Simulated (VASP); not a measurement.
# Ta (a cell with a defect): single point with PBE

The system is Ta (a cell with a defect).

```
Ta
1.0
    -4.95384    4.95384    4.95384
     3.30256   -3.30256    3.30256
     3.30256    3.30256   -3.30256
Ta
11
Direct
  0.00000 0.00000 0.50000
  0.00000 0.50000 0.00000
  0.00000 0.50000 0.50000
  0.33333 0.00000 0.00000
  0.33333 0.00000 0.50000
  0.33333 0.50000 0.00000
  0.33333 0.50000 0.50000
  0.66667 0.00000 0.00000
  0.66667 0.00000 0.50000
  0.66667 0.50000 0.00000
  0.66667 0.50000 0.50000
```

* Program: VASP 6.6.1
* Task: single point
* Functional: PBE
* Potentials or basis: VASP PAW PBE potentials, release 64 (Ta_pv)
* Cutoff: 400 eV
* k mesh: 2 × 3 × 3
* Occupations: fermi-dirac, width 0.1 eV
* Spin: no spin polarisation
* Dipole correction: no
* Further INCAR settings: ALGO = Normal; EDIFF = 1e-06; NBANDS = 72

```yaml
Pressure: -1.7 GPa
Largest_force: 0.521 eV/Å
Band_gap_on_the_k_mesh: zero (an odd number of electrons rules out a gap without spin polarisation)
```

Forces in eV/Å, atoms in the order of the input:
```
Ta   0.000  0.000  0.000
Ta   0.000  0.000  0.000
Ta   0.000  0.000  0.000
Ta   0.098 -0.362 -0.362
Ta   0.000  0.484 -0.163
Ta   0.000 -0.163  0.484
Ta  -0.111 -0.166 -0.166
Ta  -0.098  0.362  0.362
Ta   0.000 -0.484  0.163
Ta   0.000  0.163 -0.484
Ta   0.111  0.166  0.166
```

Stress tensor (GPa, compression positive):
```
-1.80 -0.09 -0.09
-0.09 -1.59 -0.15
-0.09 -0.15 -1.59
```

Levels at points of the mesh, in eV from the Fermi level:
```tsv
k point	band 57	band 58	band 59	band 60	band 61	band 62	band 63	band 64
(0.00, 0.00, 0.00)	0.01	0.01	0.06	0.15	0.25	0.46	1.24	1.60
(0.50, 0.00, 0.00)	-0.03	0.01	0.03	0.17	0.30	0.33	0.57	1.46
```

It took 110 s on 1 thread of AMD EPYC 7R13 Processor (Zen 3) (shared host), peak memory 0.26 GiB.

Caveat: the k points lie up to 0.45 Å⁻¹ apart, too coarse for converged energies and pressures of a metal; spin-orbit coupling is left out, which moves the levels of the heavy elements.
